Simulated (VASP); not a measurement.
Write the native input for VASP 6.6.1 that does the following.

```yaml
Task: relaxation of cell and atoms
Functional: RPBE
Potentials_or_basis: VASP PAW PBE potentials, release 64 (Na_pv, Cl)
Cutoff: 500 eV
k_mesh: 6 × 6 × 6
Occupations: gaussian, width 0.01 eV
Spin: no spin polarisation
Dipole_correction: no
Further_INCAR_settings: ALGO = Normal; EDIFF = 1e-07; IBRION = 2; EDIFFG = -0.005; NSW = 80; ISIF = 3
```

The structure of NaCl lies in POSCAR:

```
NaCl
1.0
    0.0000000000      2.8100000000      2.8100000000
    2.8100000000      0.0000000000      2.8100000000
    2.8100000000      2.8100000000      0.0000000000
Na Cl
1 1
Direct
    0.0000000000      0.0000000000      0.0000000000
    0.5000000000      0.5000000000      0.5000000000
```

These files were run (other wordings do the same):

INCAR

```
ALGO     = Normal         # electronic algorithm
EDIFF    = 1E-7           # SCF threshold, eV
EDIFFG   = -0.005         # ionic threshold
ENCUT    = 500            # plane-wave cutoff, eV
GGA      = RP             # functional
GGA_COMPAT= False        
IBRION   = 2              # ionic algorithm
ISIF     = 3              # what is computed and relaxed
ISMEAR   = 0              # smearing method
LASPH    = True           # aspherical terms in the spheres
LCHARG   = False          # write CHGCAR
LREAL    = False          # projectors in reciprocal space
LWAVE    = False          # write WAVECAR
NELM     = 120            # most SCF steps
NELMIN   = 4            
NSW      = 80             # ionic steps
PREC     = Accurate       # precision mode
SIGMA    = 0.01           # smearing width, eV
```

KPOINTS

```
k-points
0
Gamma
  6 6 6
```

Potentials or basis: VASP PAW PBE potentials, release 64 (Na_pv, Cl).

The run is started by

```sh
$ cat potpaw_PBE.64/Na_pv/POTCAR potpaw_PBE.64/Cl/POTCAR > POTCAR
$ mpirun -np 1 vasp_std > vasp.out
```

Results of the run:

```
Relaxed volume                        : 24.79 Å³/atom
Relaxed cell                          : a = 4.123 Å, b = 4.123 Å, c = 4.123 Å, α = 60.00°, β = 60.00°, γ = 60.00°
Space group after relaxing (to 0.1 Å) : Fm-3m (No. 225)
Energy gained by relaxing             : 21.3 meV/atom
Ionic steps                           : 4
Pressure after relaxing               : 0.0 GPa
Band gap on the k mesh                : 5.07 eV
```

Caveat: the PAW data sets were made with another functional, which shifts forces and pressure a little.

It took 62 s on 1 thread of Intel Xeon 8259CL, with other jobs on the host, peak memory 0.16 GiB.
